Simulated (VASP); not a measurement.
Crystal: CoSi.

```
Co Si
1.0
     2.74374    0.00000    0.00000
     0.00000    2.74374    0.00000
     0.00000    0.00000    2.74374
Co Si
1 1
Direct
  0.00000 0.00000 0.00000
  0.50000 0.50000 0.50000
```

This cell differs from its parent crystal: volume scaled by 0.96.

Base run:

```yaml
Program: VASP 6.6.1
Functional: PBEsol
Potentials_or_basis: VASP PAW PBE potentials, release 64 (Co, Si)
Cutoff: 520 eV
k_mesh: 10 × 10 × 10
Occupations: fermi-dirac, width 0.05 eV
Spin: collinear spin, ferromagnetic start
Starting_moments: "[2.0, 0.0] μB"
```

Its results: pressure 2.7 GPa; net moment 0.48 μB per cell; site moments Co +0.48; Si +0.01 μB.

**Question.** The run is repeated on the same cell with these changes: functional from PBEsol to PBE; further incar settings from ALGO = Normal; EDIFF = 1e-06; NBANDS = 18 to ALGO = Normal; EDIFF = 1e-07; NBANDS = 18. What comes out?

**Answer.** Pressure 10.1 GPa; net moment 0.52 μB per cell; site moments Co +0.51; Si +0.01 μB.

Caveats: the PAW data sets were made with another functional, which shifts forces and pressure a little (some runs).
